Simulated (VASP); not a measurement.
## Si: single point with LDA

The system is Si.

```
CELL_PARAMETERS angstrom
0.00000 2.75481 2.88985
2.45773 0.00000 2.88985
2.45773 2.75481 0.00000
ATOMIC_POSITIONS crystal
Si 0.50000 0.50000 0.50000
Si 0.75000 0.75000 0.75000
```

This cell differs from its parent crystal: strain +e along x and -e along y -0.0550, strain +e along z and -e/2 along x and y +0.0700.

* Program: VASP 6.6.1
* Task: single point
* Functional: LDA
* Potentials or basis: VASP PAW LDA potentials, release 64 (Si)
* Cutoff: 520 eV
* k mesh: 12 × 12 × 12
* Occupations: gaussian, width 0.05 eV
* Spin: no spin polarisation
* Dipole correction: no
* Further INCAR settings: ALGO = Normal; EDIFF = 1e-06; NBANDS = 11

```yaml
Pressure: -0.2 GPa
Band_gap_on_the_k_mesh: zero (band 4 reaches 6.61 eV, above the bottom of band 5 at 5.65 eV)
```

Stress tensor (GPa, compression positive):
```
 5.99  0.00  0.00
 0.00  0.02  0.00
 0.00  0.00 -6.58
```

Levels at points of the mesh, in eV from the Fermi level:
| k point | band 1 | band 2 | band 3 | band 4 | band 5 | band 6 | band 7 | band 8 |
| --- | --- | --- | --- | --- | --- | --- | --- | --- |
| (0.00, 0.00, 0.00) | -12.15 | -0.54 | -0.08 | 0.54 | 2.26 | 2.70 | 2.84 | 3.19 |
| (0.50, 0.00, 0.00) | -9.72 | -7.12 | -1.89 | -0.63 | 0.92 | 2.81 | 4.35 | 7.79 |
| (0.50, 0.50, 0.00) | -8.34 | -8.34 | -2.34 | -2.34 | 1.15 | 1.15 | 9.10 | 9.10 |
| (0.50, 0.00, 0.50) | -8.04 | -8.04 | -2.70 | -2.70 | 0.77 | 0.77 | 8.48 | 8.48 |
| (0.00, 0.50, 0.50) | -7.36 | -7.36 | -3.60 | -3.60 | -0.15 | -0.15 | 9.63 | 9.63 |

Run time: 70 s on 1 thread of Intel(R) Xeon(R) Platinum 8259CL CPU @ 2.50GHz (Skylake/Cascade Lake) (shared host), peak memory 0.21 GiB.

Caveat: the cell differs from its parent crystal (strain +e along x and -e along y -0.0550, strain +e along z and -e/2 along x and y +0.0700).
